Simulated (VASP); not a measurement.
Set up this calculation in VASP 6.6.1, as the native input.

```
Task                   : single point
Functional             : PBE
Potentials or basis    : VASP PAW PBE potentials, release 64 (Ni_sv_GW)
Cutoff                 : 590 eV
k mesh                 : 12 × 12 × 12
Occupations            : fermi-dirac, width 0.05 eV
Spin                   : collinear spin, ferromagnetic start
Starting moments       : [0.26] μB
Fixed moment           : 0.26 μB
Hubbard terms          : Ni d U = 6.2 eV
Dipole correction      : no
Second run             : valence_matched
Further INCAR settings : ALGO = Normal; EDIFF = 1e-06; NBANDS = 19
```

The structure of Ni lies in POSCAR:

```
Ni
1.0
    0.0000000000      1.7698700000      1.7698700000
    1.7698700000      0.0000000000      1.7698700000
    1.7698700000      1.7698700000      0.0000000000
Ni
1
Direct
    0.0000000000      0.0000000000      0.0000000000
```

One way to write it, as run:

INCAR

```
SYSTEM = Ni
ALGO = Normal
EDIFF = 1E-6
ENCUT = 590
GGA = PE
GGA_COMPAT = .False.
ISIF = 2
ISMEAR = -1
ISPIN = 2
LASPH = .True.
LCHARG = .False.
LDAU = .True.
LDAUJ = 0
LDAUL = 2
LDAUPRINT = 1
LDAUTYPE = 2
LDAUU = 6.2
LMAXMIX = 4
LORBIT = 11
LREAL = .False.
LWAVE = .False.
MAGMOM = 0.26
NBANDS = 19
NELM = 200
NUPDOWN = 0.26
PREC = Accurate
SIGMA = 0.05
```

KPOINTS

```
k-points
0
Gamma
  12 12 12
  0 0 0
```

Potentials or basis: VASP PAW PBE potentials, release 64 (Ni_sv_GW).

Launch:

```console
$ cat potpaw_PBE.64/Ni_sv_GW/POTCAR > POTCAR
$ mpirun -np 1 vasp_std > vasp.out
```

It gave:

```json
{
 "Pressure": "-10.9 GPa",
 "Net moment": "0.26 μB per cell",
 "Site moments": "Ni +0.35 μB",
 "Valence electrons inside the program's atomic spheres": "Ni 16.43"
}
```

Caveat: the total moment is fixed, so each spin has its own Fermi level; the U is typed as a test and isn't derived for this compound.

It took 2.7 min on 1 thread of Intel(R) Xeon(R) Platinum 8375C CPU @ 2.90GHz (Ice Lake) (shared host), peak memory 0.17 GiB.
